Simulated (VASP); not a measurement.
Here is a VASP 6.6.1 calculation.

Contents of POSCAR:

```
HgTe
1.0
    0.0000000000      3.1710554852      3.1710554852
    3.1710554852      0.0000000000      3.1710554852
    3.1710554852      3.1710554852      0.0000000000
Hg Te
1 1
Direct
    0.0000000000      0.0000000000      0.0000000000
    0.7500000000      0.7500000000      0.7500000000
```

Contents of INCAR.step1:

```
SYSTEM = HgTe
PREC = Accurate ; ENCUT = 520
EDIFF = 1E-5 ; ISMEAR = -1
SIGMA = 0.05 ; LREAL = .FALSE.
LASPH = .TRUE. ; NELM = 60
ALGO = Normal ; ISIF = 2
LWAVE = .TRUE. ; LCHARG = .FALSE.
NBANDS = 16 ; GGA = PE
```

Contents of INCAR.step2:

```
SYSTEM = HgTe
PREC = Accurate ; ENCUT = 520
EDIFF = 1E-6 ; ISMEAR = -1
SIGMA = 0.05 ; LREAL = .FALSE.
LASPH = .TRUE. ; NELM = 60
ALGO = Normal ; ISIF = 2
LWAVE = .FALSE. ; LCHARG = .FALSE.
GGA = PE ; LHFCALC = .TRUE.
AEXX = 0.25 ; PRECFOCK = Normal
NBANDS = 16 ; ISTART = 1
```

File KPOINTS:

```
Automatic mesh
0
G
  4 4 4
  0 0 0
```

Potentials or basis: VASP PAW PBE potentials, release 64 (Hg, Te).

Command:

```sh
$ cat potpaw_PBE.64/Hg/POTCAR potpaw_PBE.64/Te/POTCAR > POTCAR
$ cp INCAR.step1 INCAR
$ mpirun -np 1 vasp_std > vasp.out
$ cp INCAR.step2 INCAR
$ mpirun -np 1 vasp_std > vasp.out
```

**Question.** Predict the pressure.

**Answer.** 5.5 GPa.

**Question.** Estimate the band gap on the k mesh.

**Answer.** 0.81 eV.

Caveat: the k points lie up to 0.43 Å⁻¹ apart; the PAW data sets were made with another functional, which shifts forces and pressure a little; spin-orbit coupling is left out, which moves the levels of the heavy elements.
